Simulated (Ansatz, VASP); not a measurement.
One calculation of Al, two programs

```xyz
2
Lattice="2.8355 0.0000 0.0000 -1.4177 2.4556 0.0000 0.0000 0.0000 4.6707" Properties=species:S:1:pos:R:3 pbc="T T T"
Al    0.0000    1.6371    1.1677
Al    1.4177    0.8185    3.5030
```

Alike in both runs: task relaxation of cell and atoms; functional PBEsol; k mesh 18 × 18 × 10; occupations gaussian, width 0.1 eV; no spin polarisation.

```csv
,VASP,Ansatz
version,VASP 6.6.1,Ansatz 0.2.0
potentials or method,"VASP PAW PBE potentials, release 64 (Al), cutoff 600 eV","scalar-relativistic, plane waves, PAW"
valence electrons in the cell,6,6
```

VASP gave:

```
gap on the k mesh at the Fermi level, each at its own relaxed structure (eV)  : none
relaxed volume (Å³/atom)                                                      : 16.34
relaxed length of the cell vector where the two differ most in proportion (Å) : 4.641
```

Q: Estimate Ansatz's values.

A: gap on the k mesh at the Fermi level, each at its own relaxed structure (eV): none; relaxed volume (Å³/atom): 16.32; relaxed length of the cell vector where the two differ most in proportion (Å): 4.636.

VASP's potentials were made for PBE, not for PBEsol. A gap of «none» marks a metal or a gap that the smearing closes.
